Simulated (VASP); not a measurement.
Input of a VASP 6.6.1 run:

The input INCAR:

```
  ALGO = Normal
  EDIFF = 1E-6
  ENCUT = 520
  GGA = PS
  ISIF = 2
  ISMEAR = 0
  LASPH = T
  LCHARG = T
  LELF = T
  LREAL = F
  LVHAR = T
  LWAVE = F
  NBANDS = 35
  NELM = 80
  PREC = Accurate
  SIGMA = 0.02
```

KPOINTS

```
k-points
0
Gamma
  12 12 2
```

POSCAR

```
WSe2
1.0
    3.2708561271      0.0000000000      0.0000000000
   -1.6354280635      2.8326444982      0.0000000000
    0.0000000000      0.0000000000     22.5411403397
W Se
2 4
Direct
    0.6666666667      0.3333333333      0.1465549843
    0.3333333333      0.6666666667      0.8534450157
    0.3333333333      0.6666666667      0.2207301960
    0.6666666667      0.3333333333      0.9277238407
    0.3333333333      0.6666666667      0.0722761593
    0.6666666667      0.3333333333      0.7792698040
```

Potentials or basis: VASP PAW PBE potentials, release 64 (W_sv, Se).

Launch:

```bash
$ cat potpaw_PBE.64/W_sv/POTCAR potpaw_PBE.64/Se/POTCAR > POTCAR
$ mpirun -np 1 vasp_std > vasp.out
```

Q: Estimate the band gap on the k mesh.

A: 1.42 eV (least direct gap 1.64 eV).

Q: Estimate the largest force.

A: 0.066 eV/Å.

Forces on the atoms (eV/Å):
```
W    0.000  0.000  0.000
W    0.000  0.000  0.000
Se   0.000  0.000  0.066
Se   0.000  0.000  0.065
Se   0.000  0.000 -0.065
Se   0.000  0.000 -0.066
```

Caveat: there is no dipole correction, which matters where the two faces differ; the PAW data sets were made with another functional, which shifts forces and pressure a little; spin-orbit coupling is left out, which moves the levels of the heavy elements.
